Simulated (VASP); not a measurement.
# WS2 in VASP: further runs, part 2 of 2

VASP 6.6.1. Earlier steps stand in the parts before.

**3. Single point, PBEsol (35.02 Å³/atom)**

Input file INCAR:

```
ALGO = Normal
EDIFF = 1E-7
ENCUT = 520
GGA = PS
ISIF = 2
ISMEAR = 0
LASPH = T
LCHARG = T
LELF = T
LREAL = F
LVHAR = T
LWAVE = F
NBANDS = 35
NELM = 60
PREC = Accurate
SIGMA = 0.05
```

Input file KPOINTS:

```
k-points
0
Gamma
  12 12 2
```

Input file POSCAR:

```
WS2
1.0
    3.1450493638      0.0000000000      0.0000000000
   -1.5725246819      2.7236926452      0.0000000000
    0.0000000000      0.0000000000     24.5298125127
W S
2 4
Direct
    0.3333333333      0.6666666667      0.6345659624
    0.6666666667      0.3333333333      0.3654340376
    0.3333333333      0.6666666667      0.2989660749
    0.6666666667      0.3333333333      0.5680485953
    0.3333333333      0.6666666667      0.4319514047
    0.6666666667      0.3333333333      0.7010339251
```

Potentials or basis: VASP PAW PBE potentials, release 64 (W_sv, S).

Started as:

```sh
$ cat potpaw_PBE.64/W_sv/POTCAR potpaw_PBE.64/S/POTCAR > POTCAR
$ mpirun -np 1 vasp_std > vasp.out
```

Run time: 7.3 min. Hardware: 1 thread of Intel Xeon Platinum 8488C (Sapphire Rapids), shared host; peak memory 0.45 GiB.

The run converged. Its results:

* Free energy: -50.3721 eV
* Largest force: 1.173 eV/Å
* Band gap on the k mesh: 1.55 eV (least direct gap 2.07 eV)

Forces on the atoms (eV/Å):
```
W    0.000  0.000 -0.003
W    0.000  0.000  0.003
S    0.000  0.000  1.173
S    0.000  0.000  1.156
S    0.000  0.000 -1.156
S    0.000  0.000 -1.173
```

Levels at points of the mesh, in eV from the valence-band top:
| k point | band 22 | band 23 | band 24 | band 25 | band 26 | band 27 | band 28 | band 29 | band 30 | band 31 |
| --- | --- | --- | --- | --- | --- | --- | --- | --- | --- | --- |
| (0.00, 0.00, 0.00) | -1.35 | -1.34 | -1.34 | -0.62 | -0.10 | 2.87 | 2.87 | 2.90 | 2.90 | 2.90 |
| (0.50, 0.00, 0.00) | -2.39 | -1.10 | -1.07 | -1.04 | -1.04 | 3.00 | 3.01 | 3.16 | 3.31 | 3.68 |
| (0.00, 0.00, 0.50) | -1.35 | -1.34 | -1.34 | -0.62 | -0.10 | 2.87 | 2.87 | 2.90 | 2.90 | 2.90 |
| (0.50, 0.00, 0.50) | -2.39 | -1.10 | -1.07 | -1.04 | -1.04 | 3.00 | 3.01 | 3.16 | 3.31 | 3.68 |

Caveat: there is no dipole correction, which matters where the two faces differ; the PAW data sets were made with another functional, which shifts forces and pressure a little; spin-orbit coupling is left out, which moves the levels of the heavy elements.

**4. Single point, PBEsol (35.02 Å³/atom)**

Edit INCAR of step 3 so:

```diff
@@ -1,3 +1,3 @@
 ALGO = Normal
-EDIFF = 1E-7
+EDIFF = 1E-6
 ENCUT = 520
@@ -13,3 +13,3 @@
 NBANDS = 35
-NELM = 60
+NELM = 100
 PREC = Accurate
```

KPOINTS is that of step 3.

Edit POSCAR of step 3 so:

```diff
@@ -2,5 +2,5 @@
 1.0
-    3.1450493638      0.0000000000      0.0000000000
-   -1.5725246819      2.7236926452      0.0000000000
-    0.0000000000      0.0000000000     24.5298125127
+    3.3182037307      0.0000000000      0.0000000000
+   -1.6591018653      2.8736487257      0.0000000000
+    0.0000000000      0.0000000000     22.0365227958
 W S
```

Potentials or basis: VASP PAW PBE potentials, release 64 (W_sv, S).

Started as:

```sh
$ cat potpaw_PBE.64/W_sv/POTCAR potpaw_PBE.64/S/POTCAR > POTCAR
$ mpirun -np 1 vasp_std > vasp.out
```

OUTCAR:

```text
EDIFF = 1E-6
   ENCUT = 520
   GGA = PS
   ISIF = 2
   ISMEAR = 0
   LASPH = T
   LREAL = F
   NELM = 100
   PREC = Accurate

 ion  position               nearest neighbor table
   1  0.333  0.667  0.635-   6 2.41   6 2.41   6 2.41   4 2.41   4 2.41   4 2.41
   2  0.667  0.333  0.365-   3 2.41   3 2.41   3 2.41   5 2.41   5 2.41   5 2.41
   3  0.333  0.667  0.299-   2 2.41   2 2.41   2 2.41
   4  0.667  0.333  0.568-   1 2.41   1 2.41   1 2.41
   5  0.333  0.667  0.432-   2 2.41   2 2.41   2 2.41
[... 1121 lines left out ...]
  -------------------------------------------------------------------------------------
  Total       -7.8341607     -7.8341607      5.5766321     -0.0000000      0.0000000     -0.0000000
  in kB      -59.7342291    -59.7342291     42.5209328     -0.0000000      0.0000000     -0.0000000
  external PRESSURE =     -25.6491751 kB  Pullay stress =       0.0000000 kB

 VOLUME and BASIS-vectors are now :
 -----------------------------------------------------------------------------
  energy-cutoff  :      520.00
  volume of cell :      210.13
      direct lattice vectors                 reciprocal lattice vectors
     3.318203731  0.000000000  0.000000000     0.301367873  0.173994823  0.000000000
    -1.659101865  2.873648726  0.000000000     0.000000000  0.347989645  0.000000000
     0.000000000  0.000000000 22.036522796     0.000000000  0.000000000  0.045379210

 POSITION                                       TOTAL-FORCE (eV/Angst)
 -----------------------------------------------------------------------------------
     -0.00000      1.91577     13.98363        -0.000000      0.000000      0.010050
      1.65910      0.95788      8.05290        -0.000000      0.000000     -0.010050
     -0.00000      1.91577      6.58817        -0.000000      0.000000     -0.920971
      1.65910      0.95788     12.51782         0.000000      0.000000     -0.862329
     -0.00000      1.91577      9.51871         0.000000      0.000000      0.862329
      1.65910      0.95788     15.44835         0.000000     -0.000000      0.920971
 -----------------------------------------------------------------------------------
    total drift:                                0.000000      0.000000      0.000000

  FREE ENERGIE OF THE ION-ELECTRON SYSTEM (eV)
  ---------------------------------------------------
  free  energy   TOTEN  =       -49.9080341745 eV

  energy  without entropy=      -49.9075976248  energy(sigma->0) =      -49.90781590
```

stdout:

```text
POSCAR found type information on POSCAR W S
 POSCAR found :  2 types and       6 ions
 scaLAPACK will be used
 -----------------------------------------------------------------------------
|                                                                             |
|                                                                             |
|     You enforced a specific xc type in the INCAR file but a different       |
|     I HOPE YOU KNOW WHAT YOU ARE DOING!                                     |
|                                                                             |
 -----------------------------------------------------------------------------

 LDA part: xc-table for (Slater+PW92), standard interpolation
 POSCAR, INCAR and KPOINTS ok, starting setup
 FFT: planning ... GRIDC
 FFT: planning ... GRID_SOFT
 FFT: planning ... GRID
 WAVECAR not read
 entering main loop
```

Wall time 9.3 min (1 thread of Intel Xeon Platinum 8488C (Sapphire Rapids), shared host); peak memory 0.5 GiB.

Results:

| Item | Value |
| --- | --- |
| Free energy | -49.9080 eV |
| Largest force | 0.921 eV/Å |
| Band gap on the k mesh | 0.07 eV (least direct gap 1.20 eV) |

Forces in eV/Å, atoms in the order of the input:
```
W    0.000  0.000  0.010
W    0.000  0.000 -0.010
S    0.000  0.000 -0.921
S    0.000  0.000 -0.862
S    0.000  0.000  0.862
S    0.000  0.000  0.921
```

Levels at points of the mesh, in eV from the valence-band top:
| k point | band 23 | band 24 | band 25 | band 26 | band 27 | band 28 | band 29 | band 30 |
| --- | --- | --- | --- | --- | --- | --- | --- | --- |
| (0.00, 0.00, 0.00) | -2.93 | -1.81 | -0.50 | 0.00 | 1.64 | 1.64 | 1.64 | 1.64 |
| (0.50, 0.00, 0.00) | -2.61 | -2.49 | -1.86 | -1.71 | 1.25 | 1.28 | 1.61 | 1.62 |
| (0.00, 0.00, 0.50) | -2.93 | -1.81 | -0.50 | 0.00 | 1.64 | 1.64 | 1.64 | 1.64 |
| (0.50, 0.00, 0.50) | -2.61 | -2.49 | -1.86 | -1.71 | 1.25 | 1.28 | 1.61 | 1.62 |

Caveat: there is no dipole correction, which matters where the two faces differ; the PAW data sets were made with another functional, which shifts forces and pressure a little; spin-orbit coupling is left out, which moves the levels of the heavy elements.

**5. The runs side by side**

```tsv
cell	gap on the mesh (eV)	largest force (eV/Å)
a = 3.062, b = 3.062, c = 25.880 Å, angles 90.0, 90.0, 120.0°, 6 atoms	1.21	2.14
a = 3.145, b = 3.145, c = 24.530 Å, angles 90.0, 90.0, 120.0°, 6 atoms	1.55	1.17
a = 3.318, b = 3.318, c = 22.037 Å, angles 90.0, 90.0, 120.0°, 6 atoms	0.07	0.92
```

Alike in all rows: task single point; level PBEsol; potentials or basis VASP PAW PBE potentials, release 64 (W_sv, S); no spin polarisation; k mesh 12 × 12 × 2; cutoff (eV) 520; smearing gaussian 0.05 eV.

Caveats: there is no dipole correction, which matters where the two faces differ; the PAW data sets were made with another functional, which shifts forces and pressure a little; spin-orbit coupling is left out, which moves the levels of the heavy elements.

Absolute energies hang on the potentials; compare differences alone.
